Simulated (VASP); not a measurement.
Write the native input for VASP 6.6.1 that does the following.

```yaml
Task: single point
Functional: LDA
Potentials_or_basis: VASP PAW LDA potentials, release 64 (Si, Ge_d)
Cutoff: 520 eV
k_mesh: 2 × 2 × 2
Occupations: fermi-dirac, width 0.05 eV
Spin: no spin polarisation
Dipole_correction: no
Further_INCAR_settings: LREAL = Auto; ALGO = Normal; EDIFF = 1e-06; NBANDS = 53
```

The structure of Si16Ge (a cell with a defect) lies in POSCAR:

```
Si16Ge
1.0
    0.0000000000      5.4300000000      5.4300000000
    5.4300000000      0.0000000000      5.4300000000
    5.4300000000      5.4300000000      0.0000000000
Si Ge
16 1
Direct
   -0.0103536832      0.0033430018      0.0036378453
    0.1206872928      0.1291793738      0.1297055249
    0.0006837937     -0.0021154696      0.5009662983
    0.1207131676      0.1290814917      0.6210356354
    0.0007933702      0.5004556169     -0.0018116022
    0.1206780847      0.6203011050      0.1297290976
    0.0007009208      0.5003791897      0.5009861878
    0.1250409761      0.6248336096      0.6252267956
    0.5036327808      0.0035670350      0.0037569061
    0.6252192449      0.1242185083      0.1260227440
    0.5033214549      0.0031299263      0.4903673112
    0.6294079190      0.1291294659      0.6210219153
    0.5037244015      0.4887606814      0.0038264273
    0.6295300184      0.6202882136      0.1297762431
    0.4980420810      0.5004120626      0.5010304788
    0.6294312155      0.6203144567      0.6210131676
    0.3753417127      0.8739240331      0.8763295580
```

The input as run:

INCAR

```
ALGO = Normal ; EDIFF = 1E-6
ENCUT = 520 ; GGA = CA
ISIF = 2 ; ISMEAR = -1
LASPH = True ; LCHARG = False
LREAL = Auto ; LWAVE = False
NBANDS = 53 ; NELM = 100
PREC = Accurate ; SIGMA = 0.05
```

KPOINTS

```
k-points
0
Gamma
  2 2 2
```

Potentials or basis: VASP PAW LDA potentials, release 64 (Si, Ge_d).

Launch:

```sh
$ cat potpaw_LDA.64/Si/POTCAR potpaw_LDA.64/Ge_d/POTCAR > POTCAR
$ mpirun -np 1 vasp_std > vasp.out
```

It gave:

```yaml
Pressure: 3.0 GPa
Largest_force: 0.020 eV/Å
Band_gap_on_the_k_mesh: zero (band 39 reaches 6.86 eV, above the bottom of band 40 at 6.56 eV)
```

Caveat: the k points lie up to 0.50 Å⁻¹ apart.

Run time: 3.7 min on 1 thread of Intel Xeon 6975P-C, on a shared host, peak memory 0.4 GiB.
